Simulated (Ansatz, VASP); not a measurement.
**One calculation of C2N3, two programs**

```
C N
1.0
     7.68587    0.00000    0.00000
    -3.84294    6.65616    0.00000
     0.00000    0.00000    7.94359
C N
4 6
Cartesian
  0.0000 4.4374 0.6874
  0.0000 4.4374 7.2562
  3.8429 2.2187 0.6874
  3.8429 2.2187 7.2562
  0.0000 0.0000 4.5227
  0.0000 0.0000 3.4209
  0.0000 4.4374 1.8541
  0.0000 4.4374 6.0895
  3.8429 2.2187 1.8541
  3.8429 2.2187 6.0895
```

Alike in both runs: functional PBE; k mesh 6 × 6 × 4; no spin polarisation.

Ansatz relaxed the structure, and its values are those at the end. VASP's run is a single point on that final structure, the one shown.

```csv
,VASP,Ansatz
version,VASP 6.6.1,Ansatz 0.2.0
potentials or method,"VASP PAW PBE potentials, release 64 (C, N), cutoff 520 eV","scalar-relativistic, plane waves, PAW"
occupations,"gaussian, width 0.01 eV",fixed
valence electrons in the cell,46,46
```

|  | VASP | Ansatz | Ansatz less VASP |
| --- | --- | --- | --- |
| gap on the k mesh at the Fermi level (eV) | 5.36 | 5.35 | -0.012 |
| least direct gap on the mesh (eV) | 5.36 | 5.35 | -0.012 |
| pressure (GPa) | 0.4 | 0.0 | -0.39 |
| rms of the force components (eV/Å) | 0.493 | 0.000 | -0.4924 |

One of these differences is far larger than is usual between the two programs; its cause wasn't traced.

Noted on VASP's run: the standard files for N, O and F lose accuracy on very short bonds.
